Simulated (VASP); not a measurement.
# MgO (P-6m2) in VASP: a series of runs

The runs below take MgO through single point, with LDA.

All numbers are computed with VASP 6.6.1; they aren't measurements. Logs are shortened: lines on timing, memory, paths and dates and some standing lists are left out, and cuts for length are marked.

## 1. The cell of the first run

It takes space group P-6m2 (No. 187, hexagonal). Conventional cell: a = 2.989 Å, b = 2.989 Å, c = 2.726 Å, α = 90.00°, β = 90.00°, γ = 120.00°. Mg (site symmetry -6m2) has 6 O at 2.20 Å and 2 Mg at 2.73 Å within 2.9 Å. Within 2.9 Å of O (site symmetry -6m2) lie 6 Mg at 2.20 Å and 2 O at 2.73 Å.

## 2. Single point, LDA

The input, INCAR:

```
  ALGO = Normal
  EDIFF = 1E-7
  ENCUT = 520
  ISIF = 2
  ISMEAR = 0
  LASPH = T
  LCHARG = F
  LREAL = F
  LWAVE = F
  NBANDS = 11
  NELM = 80
  PREC = Accurate
  SIGMA = 0.01
```

The input, KPOINTS:

```
k-points
0
Gamma
  7 7 6
```

The input, POSCAR:

```
MgO
1.0
    2.9893494786      0.0000000000      0.0000000000
   -1.4946747393      2.5888526332      0.0000000000
    0.0000000000      0.0000000000      2.7264960793
Mg O
1 1
Direct
    0.0000000000      0.0000000000      0.0000000000
    0.3333333333      0.6666666667      0.5000000000
```

Potentials or basis: VASP PAW LDA potentials, release 64 (Mg, O).

The run is started by

```console
> cat potpaw_LDA.64/Mg/POTCAR potpaw_LDA.64/O/POTCAR > POTCAR
> mpirun -np 1 vasp_std > vasp.out
```

OUTCAR:

```text
EDIFF = 1E-7
   ENCUT = 520
   ISIF = 2
   ISMEAR = 0
   LASPH = T
   LREAL = F
   NELM = 80
   PREC = Accurate

 ion  position               nearest neighbor table
   1  0.000  0.000  0.000-   2 2.20   2 2.20   2 2.20   2 2.20   2 2.20   2 2.20
   2  0.333  0.667  0.500-   1 2.20   1 2.20   1 2.20   1 2.20   1 2.20   1 2.20

  LATTYP: Found a hexagonal cell.
 ALAT       =     2.9893494786
 C/A-ratio  =     0.9120700336

  Lattice vectors:

 A1 = (   2.9893494786,   0.0000000000,   0.0000000000)
 A2 = (  -1.4946747393,   2.5888526332,   0.0000000000)
 A3 = (   0.0000000000,   0.0000000000,   2.7264960793)

Analysis of symmetry for initial positions (statically):
=====================================================================
 Subroutine PRICEL returns:
 Original cell was already a primitive cell.

 Routine SETGRP: Setting up the symmetry group for a
 hexagonal supercell.

 Subroutine GETGRP returns: Found 12 space group operations
 (whereof 12 operations were pure point group operations)
 out of a pool of 24 trial point group operations.

The static configuration has the point symmetry D_3h.

Analysis of symmetry for dynamics (positions and initial velocities):
=====================================================================
 Subroutine PRICEL returns:
 Original cell was already a primitive cell.

 Routine SETGRP: Setting up the symmetry group for a
 hexagonal supercell.

 Subroutine GETGRP returns: Found 12 space group operations
 (whereof 12 operations were pure point group operations)
 out of a pool of 24 trial point group operations.

The dynamic configuration has the point symmetry D_3h.

 Subroutine INISYM returns: Found 12 space group operations
 (whereof 12 operations are pure point group operations),
 and found     1 'primitive' translations

----------------------------------------------------------------------------------------

                                     Primitive cell

  volume of cell :      21.1003

  direct lattice vectors                    reciprocal lattice vectors
     2.989349479  0.000000000  0.000000000     0.334520941  0.193135752  0.000000000
    -1.494674739  2.588852633  0.000000000     0.000000000  0.386271504  0.000000000
     0.000000000  0.000000000  2.726496079     0.000000000  0.000000000  0.366771112

  length of vectors
     2.989349479  2.989349517  2.726496079     0.386271509  0.386271504  0.366771112

  position of ions in fractional coordinates (direct lattice)
     0.000000000  0.000000000  0.000000000
     0.333333333  0.666666667  0.500000000

  ion indices of the primitive-cell ions
   primitive index   ion index
                 1           1
                 2           2

----------------------------------------------------------------------------------------

 KPOINTS: k-points

Automatic generation of k-mesh.
 Grid dimensions read from file:
 generate k-points for:    7    7    6

 Generating k-lattice:

  Cartesian coordinates                     Fractional coordinates (reciprocal lattice)
     0.047788706  0.027590822  0.000000000     0.142857143  0.000000000  0.000000000
     0.000000000  0.055181643  0.000000000     0.000000000  0.142857143  0.000000000
     0.000000000  0.000000000  0.061128519     0.000000000  0.000000000  0.166666667

  Length of vectors
     0.055181644  0.055181643  0.061128519

  Shift w.r.t. Gamma in fractional coordinates (k-lattice)
     0.000000000  0.000000000  0.000000000

 Subroutine IBZKPT returns following result:
 ===========================================

 Found     32 irreducible k-points:

 Following reciprocal coordinates:
            Coordinates               Weight
  0.000000  0.000000  0.000000      1.000000
  0.142857  0.000000  0.000000      6.000000
  0.285714  0.000000  0.000000      6.000000
  0.428571  0.000000  0.000000      6.000000
  0.142857  0.142857  0.000000      6.000000
  0.285714  0.142857  0.000000     12.000000
[... 16 lines left out ...]
  0.428571  0.142857  0.333333     12.000000
  0.285714  0.285714  0.333333     12.000000
 [... further k-points ...]
   k-points           NKPTS =     32   k-points in BZ     NKDIM =     32   number of bands    NBANDS=     11
   number of dos      NEDOS =    301   number of ions     NIONS =      2
   total plane-waves  NPLWV =  11520
   dimension x,y,z NGX =    24 NGY =   24 NGZ =   20
   dimension x,y,z NGXF=    48 NGYF=   48 NGZF=   40
   ions per type =               1   1
   NGX,Y,Z   is equivalent  to a cutoff of  13.35, 13.35, 12.19 a.u.
   NGXF,Y,Z  is equivalent  to a cutoff of  26.69, 26.69, 24.39 a.u.
 SYSTEM =  unknown system
   PREC   = accura    normal or accurate (medium, high low for compatibility)
   ISTART =      0    job   : 0-new  1-cont  2-samecut
   ICHARG =      2    charge: 1-file 2-atom 10-const
   ISPIN  =      1    spin polarized calculation?
   LNONCOLLINEAR =      F non collinear calculations
   LSORBIT =      F    spin-orbit coupling
   LASPH  =      T    aspherical Exc in radial PAW
   ENCUT  =  520.0 eV  38.22 Ry    6.18 a.u.   5.56  5.56  5.07*2*pi/ulx,y,z
   NELM   =     80;   NELMIN=  2; NELMDL= -5     # of ELM steps
   EDIFF  = 0.1E-06   stopping-criterion for ELM
   LREAL  =      F    real-space projection
   EDIFFG = 0.1E-05   stopping-criterion for IOM
   NSW    =      0    number of steps for IOM
   IBRION =     -1    ionic relax: 0-MD 1-quasi-New 2-CG
   NFREE  =      0    steps in history (QN), initial steepest desc. (CG)
   ISIF   =      2    stress and relaxation
   ISYM   =      2    0-nonsym 1-usesym 2-fastsym
   POTIM  = 0.5000    time-step for ionic-motion
   TEBEG  =    0.0;   TEEND  =   0.0 temperature during run
   PSTRESS=    0.0 pullay stress
   NELECT =       8.0000    total number of electrons
   NUPDOWN=      -1.0000    fix difference up-down
   EMIN   =  10.00;   EMAX   =-10.00  energy-range for DOS
   EFERMI =   0.00;   METHOD = LEGACY
   ISMEAR =     0;   SIGMA  =   0.01  broadening in eV -4-tet -1-fermi 0-gaus
   EFERMI_NEDOS =   21; number of points for ismear=-14 and -15
   IALGO  =     38    algorithm
   IMIX   =      4    mixing-type and parameters
     AMIX     =   0.40;   BMIX     =  1.00
     AMIX_MAG =   1.60;   BMIX_MAG =  1.00
  volume/ion in A,a.u.               =      10.55        71.20
  Fermi-wavevector in a.u.,A,eV,Ry     =   1.184882  2.239103 19.101844  1.403946
  Thomas-Fermi vector in A             =   2.321087
   LORBIT       =      0    0 simple, 1 ext, 2 COOP (PROOUT), +10 PAW based schemes
   GGA     = CA    functional components
   LHFCALC =     F    Hartree Fock is set to
   AEXX    =    0.0000 exact exchange contribution
   IVDW    =     0    specifies the selected vdW correction
   LEPSILON=     F    determine dielectric tensor
   LRPA    =     F    only Hartree local field effects (RPA)
 non-spin polarized calculation
 Gauss-broadening in eV      SIGMA  =   0.01
  energy-cutoff  :      520.00
  volume of cell :       21.10
 maximum number of plane-waves:       586
 NGX is ok and might be reduce to    24
   NGX = 11   NGY = 11   NGZ = 11

 number of electron       8.0000002 magnetization

 Free energy of the ion-electron system (eV)
  ---------------------------------------------------
  ext. energy  EPLUGINS =         0.00000000
  ---------------------------------------------------
  free energy    TOTEN  =       -12.58377040 eV

  energy without entropy =      -12.58377040  energy(sigma->0) =      -12.58377040

 E-fermi :   2.7378     XC(G=0): -10.9910

 val. band max:        2.5902054548   @ k =   0.2857   0.2857   0.0000
 cond. band min:       5.1746044331   @ k =   0.0000   0.0000   0.0000
 fundamental gap:      2.5843989783
 Fermi energy:         2.7378446380

 k-point     1 :       0.0000    0.0000    0.0000
  band No.  band energies     occupation
      1     -14.2909      2.00000
      2       2.0372      2.00000
      3       2.0372      2.00000
      4       2.2081      2.00000
      5       5.1746      0.00000
      6      14.0658      0.00000
      7      17.4711      0.00000
      8      17.4711      0.00000
      9      21.6736      0.00000
     10      22.3678      0.00000
     11      24.0038      0.00000

 k-point     2 :       0.1429    0.0000    0.0000
  band No.  band energies     occupation
      1     -14.1257      2.00000
      2       0.8650      2.00000
      3       1.8961      2.00000
      4       2.2706      2.00000
      5       6.2949      0.00000
      6      13.8985      0.00000
      7      16.1597      0.00000
      8      17.9151      0.00000
      9      22.0802      0.00000
     10      22.7188      0.00000
     11      24.3886      0.00000

 k-point     3 :       0.2857    0.0000    0.0000
  band No.  band energies     occupation
      1     -13.7249      2.00000
      2      -0.8527      2.00000
      3       1.5988      2.00000
      4       2.4164      2.00000
      5       7.8808      0.00000
      6      12.7383      0.00000
      7      15.8472      0.00000
      8      18.7842      0.00000
      9      21.3727      0.00000
     10      22.4685      0.00000
     11      25.8805      0.00000

 k-point     4 :       0.4286    0.0000    0.0000
  band No.  band energies     occupation
      1     -13.3655      2.00000
      2      -1.9556      2.00000
      3       1.3775      2.00000
      4       2.5389      2.00000
      5       8.7206      0.00000
      6      12.3462      0.00000
      7      15.3100      0.00000
      8      19.3150      0.00000
      9      20.7552      0.00000
     10      23.4268      0.00000
     11      26.4247      0.00000
[... 239 lines left out ...]
 k-point    22 :       0.2857    0.1429    0.3333
  band No.  band energies     occupation
      1     -12.8979      2.00000
      2      -0.6895      2.00000
      3      -0.1890      2.00000
      4       1.3914      2.00000
      5       9.1672      0.00000
      6      13.1323      0.00000
      7      15.4842      0.00000
      8      17.1448      0.00000
      9      17.7580      0.00000
     10      23.2003      0.00000
     11      24.5693      0.00000

 k-point    23 :       0.4286    0.1429    0.3333
  band No.  band energies     occupation
      1     -12.7523      2.00000
      2      -0.8680      2.00000
      3      -0.1571      2.00000
      4       1.1770      2.00000
      5       8.9985      0.00000
      6      12.7287      0.00000
      7      15.9215      0.00000
      8      16.8408      0.00000
      9      17.5909      0.00000
     10      23.8266      0.00000
     11      24.1644      0.00000

 k-point    24 :       0.2857    0.2857    0.3333
  band No.  band energies     occupation
      1     -12.7191      2.00000
      2      -0.4747      2.00000
      3      -0.0693      2.00000
      4       0.4282      2.00000
      5       9.2334      0.00000
      6      12.9860      0.00000
      7      15.5861      0.00000
      8      16.7174      0.00000
      9      17.4377      0.00000
     10      23.1559      0.00000
     11      26.9493      0.00000

 [... further k-points ...]
[... 5 lines left out ...]
  --------------------------------------------------------------------------------------
  -------------------------------------------------------------------------------------
  Total       -2.0343566     -2.0343567     -2.4218467      0.0000000     -0.0000000      0.0000000
  in kB     -154.4716423   -154.4716476   -183.8943253      0.0000000     -0.0000000      0.0000000
  external PRESSURE =    -164.2792051 kB  Pullay stress =       0.0000000 kB

 VOLUME and BASIS-vectors are now :
 -----------------------------------------------------------------------------
  energy-cutoff  :      520.00
  volume of cell :       21.10
      direct lattice vectors                 reciprocal lattice vectors
     2.989349479  0.000000000  0.000000000     0.334520941  0.193135752  0.000000000
    -1.494674739  2.588852633  0.000000000     0.000000000  0.386271504  0.000000000
     0.000000000  0.000000000  2.726496079     0.000000000  0.000000000  0.366771112

 POSITION                                       TOTAL-FORCE (eV/Angst)
 -----------------------------------------------------------------------------------
      0.00000      0.00000      0.00000         0.000000      0.000000      0.000000
     -0.00000      1.72590      1.36325        -0.000000      0.000000      0.000000
 -----------------------------------------------------------------------------------
    total drift:                                0.000000     -0.000001     -0.000000

  FREE ENERGIE OF THE ION-ELECTRON SYSTEM (eV)
  ---------------------------------------------------
  free  energy   TOTEN  =       -12.5837704028 eV

  energy  without entropy=      -12.5837704028  energy(sigma->0) =      -12.58377040
```

Run time: 4.5 s. Hardware: 1 thread of Intel Xeon Platinum 8259CL at 2.50GHz (Skylake/Cascade Lake), shared host; peak memory 0.12 GiB.

Results:

| Item | Value |
| --- | --- |
| Free energy | -12.5838 eV |
| Pressure | -16.4 GPa |
| Band gap on the k mesh | 2.58 eV, indirect (least direct gap 2.97 eV) |

## 3. Single point, LDA

This run uses another cell than the first one, of 10.82 Å³/atom, 1.025 times its volume.

The input, INCAR:

```
SYSTEM = MgO
  PREC = Accurate
  ENCUT = 520
  EDIFF = 1E-6
  ISMEAR = 0
  SIGMA = 0.01
  LREAL = .FALSE.
  LASPH = .TRUE.
  NELM = 80
  ALGO = Normal
  ISIF = 2
  LWAVE = .FALSE.
  LCHARG = .TRUE.
  LELF = .TRUE.
  LVHAR = .TRUE.
  NBANDS = 11
```

The input, KPOINTS:

```
regular mesh
0
G
  7 7 6
  0 0 0
```

The input, POSCAR:

```
MgO
1.0
    3.0143661185      0.0000000000      0.0000000000
   -1.5071830593      2.6105176792      0.0000000000
    0.0000000000      0.0000000000      2.7493130069
Mg O
1 1
Direct
    0.0000000000      0.0000000000      0.0000000000
    0.3333333333      0.6666666667      0.5000000000
```

Potentials or basis: VASP PAW LDA potentials, release 64 (Mg, O).

The run is started by

```console
> cat potpaw_LDA.64/Mg/POTCAR potpaw_LDA.64/O/POTCAR > POTCAR
> mpirun -np 1 vasp_std > vasp.out
```

OUTCAR:

```text
SYSTEM = MgO
   PREC = Accurate
   ENCUT = 520
   EDIFF = 1E-6
   ISMEAR = 0
   LREAL = .FALSE.
   LASPH = .TRUE.
   NELM = 80
   ISIF = 2

 ion  position               nearest neighbor table
   1  0.000  0.000  0.000-   2 2.22   2 2.22   2 2.22   2 2.22   2 2.22   2 2.22
   2  0.333  0.667  0.500-   1 2.22   1 2.22   1 2.22   1 2.22   1 2.22   1 2.22

  LATTYP: Found a hexagonal cell.
 ALAT       =     3.0143661185
 C/A-ratio  =     0.9120700336

  Lattice vectors:

 A1 = (   3.0143661185,   0.0000000000,   0.0000000000)
 A2 = (  -1.5071830593,   2.6105176792,   0.0000000000)
 A3 = (   0.0000000000,   0.0000000000,   2.7493130069)

Analysis of symmetry for initial positions (statically):
=====================================================================
 Subroutine PRICEL returns:
 Original cell was already a primitive cell.

 Routine SETGRP: Setting up the symmetry group for a
 hexagonal supercell.

 Subroutine GETGRP returns: Found 12 space group operations
 (whereof 12 operations were pure point group operations)
 out of a pool of 24 trial point group operations.

The static configuration has the point symmetry D_3h.

Analysis of symmetry for dynamics (positions and initial velocities):
=====================================================================
 Subroutine PRICEL returns:
 Original cell was already a primitive cell.

 Routine SETGRP: Setting up the symmetry group for a
 hexagonal supercell.

 Subroutine GETGRP returns: Found 12 space group operations
 (whereof 12 operations were pure point group operations)
 out of a pool of 24 trial point group operations.

The dynamic configuration has the point symmetry D_3h.

 Subroutine INISYM returns: Found 12 space group operations
 (whereof 12 operations are pure point group operations),
 and found     1 'primitive' translations

----------------------------------------------------------------------------------------

                                     Primitive cell

  volume of cell :      21.6345

  direct lattice vectors                    reciprocal lattice vectors
     3.014366118  0.000000000  0.000000000     0.331744705  0.191532892  0.000000000
[... 112 lines left out ...]
   LHFCALC =     F    Hartree Fock is set to
   AEXX    =    0.0000 exact exchange contribution
   IVDW    =     0    specifies the selected vdW correction
   LEPSILON=     F    determine dielectric tensor
   LRPA    =     F    only Hartree local field effects (RPA)
 non-spin polarized calculation
 Gauss-broadening in eV      SIGMA  =   0.01
  energy-cutoff  :      520.00
  volume of cell :       21.63
 maximum number of plane-waves:       599
 NGX is ok and might be reduce to    24
   NGX = 11   NGY = 11   NGZ = 11

 number of electron       8.0000003 magnetization

 Free energy of the ion-electron system (eV)
  ---------------------------------------------------
  ext. energy  EPLUGINS =         0.00000000
  ---------------------------------------------------
  free energy    TOTEN  =       -12.52578721 eV

  energy without entropy =      -12.52578721  energy(sigma->0) =      -12.52578721

 E-fermi :   2.4721     XC(G=0): -10.8769

 val. band max:        2.4124190780   @ k =   0.2857   0.2857   0.0000
 cond. band min:       4.8251533947   @ k =   0.0000   0.0000   0.0000
 fundamental gap:      2.4127343167
 Fermi energy:         2.4721374874

 k-point     1 :       0.0000    0.0000    0.0000
  band No.  band energies     occupation
      1     -14.3464      2.00000
      2       1.8769      2.00000
      3       1.8769      2.00000
      4       2.0360      2.00000
      5       4.8252      0.00000
      6      13.8066      0.00000
      7      17.0902      0.00000
      8      17.0902      0.00000
      9      21.2313      0.00000
     10      21.8140      0.00000
     11      23.4696      0.00000
[... 309 lines left out ...]
 k-point    24 :       0.2857    0.2857    0.3333
  band No.  band energies     occupation
      1     -12.8500      2.00000
      2      -0.5738      2.00000
      3      -0.1789      2.00000
      4       0.3138      2.00000
      5       8.9729      0.00000
      6      12.5452      0.00000
      7      15.1652      0.00000
      8      16.2988      0.00000
      9      17.0039      0.00000
     10      22.6709      0.00000
     11      26.3846      0.00000

 [... further k-points ...]
[... 5 lines left out ...]
  --------------------------------------------------------------------------------------
  -------------------------------------------------------------------------------------
  Total       -2.3546709     -2.3546710     -2.8264656      0.0000000     -0.0000000     -0.0000000
  in kB     -174.3789184   -174.3789243   -209.3184247      0.0000000     -0.0000000     -0.0000000
  external PRESSURE =    -186.0254224 kB  Pullay stress =       0.0000000 kB

 VOLUME and BASIS-vectors are now :
 -----------------------------------------------------------------------------
  energy-cutoff  :      520.00
  volume of cell :       21.63
      direct lattice vectors                 reciprocal lattice vectors
     3.014366118  0.000000000  0.000000000     0.331744705  0.191532892  0.000000000
    -1.507183059  2.610517679  0.000000000     0.000000000  0.383065783  0.000000000
     0.000000000  0.000000000  2.749313007     0.000000000  0.000000000  0.363727228

 POSITION                                       TOTAL-FORCE (eV/Angst)
 -----------------------------------------------------------------------------------
      0.00000      0.00000      0.00000        -0.000000      0.000000      0.000000
     -0.00000      1.74035      1.37466         0.000000     -0.000000      0.000000
 -----------------------------------------------------------------------------------
    total drift:                                0.000000     -0.000001     -0.000000

  FREE ENERGIE OF THE ION-ELECTRON SYSTEM (eV)
  ---------------------------------------------------
  free  energy   TOTEN  =       -12.5257872125 eV

  energy  without entropy=      -12.5257872125  energy(sigma->0) =      -12.52578721
```

Wall time 4.7 s (1 thread of Intel Xeon Platinum 8259CL at 2.50GHz (Skylake/Cascade Lake), shared host); peak memory 0.12 GiB.

What came out:

```yaml
Free_energy: -12.5258 eV
Pressure: -18.6 GPa
Band_gap_on_the_k_mesh: 2.41 eV, indirect (least direct gap 2.79 eV)
```

Stress tensor (GPa, compression positive):
```
-17.44   0.00   0.00
  0.00 -17.44   0.00
  0.00   0.00 -20.93
```

A k mesh can miss the band edges. Expect the measured gap to be larger: semilocal functionals such as LDA lack the derivative discontinuity.
